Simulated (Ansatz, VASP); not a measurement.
**Two plane-wave programs on AgPd2**

Contents of INCAR:

```
SYSTEM = AgPd2
PREC = Accurate ; ENCUT = 600
EDIFF = 1E-6 ; ISMEAR = 0
SIGMA = 0.1 ; LREAL = .FALSE.
LASPH = .TRUE. ; NELM = 60
ALGO = Normal ; ISIF = 3
LWAVE = .FALSE. ; LCHARG = .FALSE.
GGA = PE ; IBRION = 2
NSW = 90 ; EDIFFG = -0.04
```

The input KPOINTS:

```
Automatic mesh
0
G
  4 4 4
  0 0 0
```

Contents of POSCAR:

```
AgPd2
1.0
    4.1465717877      0.0000000000      0.0000000000
    0.0000000000      4.1465717877      0.0000000000
    0.0000000000      0.0000000000      5.9694675189
Ag Pd
2 4
Direct
    0.0000000000      0.0000000000      0.0000000000
    0.5000000000      0.5000000000      0.5000000000
    0.0000000000      0.5000000000      0.2030000000
    0.0000000000      0.5000000000      0.7030000000
    0.5000000000      0.0000000000      0.2970000000
    0.5000000000      0.0000000000      0.7970000000
```

Input for Ansatz:

```yaml
crystal:
  lattice:
    - [4.1465717877, 0.0, 0.0]
    - [0.0, 4.1465717877, 0.0]
    - [0.0, 0.0, 5.9694675189]
  atoms:
    - { symbol: Ag, position: [0.0, 0.0, 0.0] }
    - { symbol: Ag, position: [0.5, 0.5, 0.5] }
    - { symbol: Pd, position: [0.0, 0.5, 0.203] }
    - { symbol: Pd, position: [0.0, 0.5, 0.703] }
    - { symbol: Pd, position: [0.5, 0.0, 0.297] }
    - { symbol: Pd, position: [0.5, 0.0, 0.797] }
basis:
  ecutwfc: 420
kpoints:
  mp_grid: { grid: [4, 4, 4] }
hamiltonian:
  xc: pbe
scf:
  occupations: { method: gaussian, width: 0.1 }
  lower_state_search: "off"
output:
  forces: true
  stress: true
  eigenvalues: true
relax:
  adjacent_minimum: "off"
  f_tol: 0.04
  max_steps: 70
  cell: { stress_tol: 0.4 }
```

Alike in both runs: task relaxation of cell and atoms; functional PBE; k mesh 4 × 4 × 4; occupations gaussian, width 0.1 eV; no spin polarisation.

```csv
,VASP,Ansatz
version,VASP 6.6.1,Ansatz 0.2.0
potentials or method,"VASP PAW PBE potentials, release 64 (Ag, Pd), cutoff 600 eV","scalar-relativistic, plane waves, PAW"
valence electrons in the cell,62,110
```

Ansatz gave:

- gap on the k mesh at the Fermi level, each at its own relaxed structure (eV): none
- relaxed volume (Å³/atom): 19.45
- relaxed cell length with the largest relative difference (Å): 8.193

Problem. Which values does VASP return?

Solution. gap on the k mesh at the Fermi level, each at its own relaxed structure (eV): none; relaxed volume (Å³/atom): 19.47; relaxed cell length with the largest relative difference (Å): 5.550.

A gap of «none» marks a metal or a gap that the smearing closes. One of these differences is far larger than is usual between the two programs; its cause wasn't traced. VASP's potentials hold 62 valence electrons a cell and Ansatz's 110, so a difference there can come from the potentials and not from the codes.

The k mesh is coarse, so the values compare programs but aren't converged.
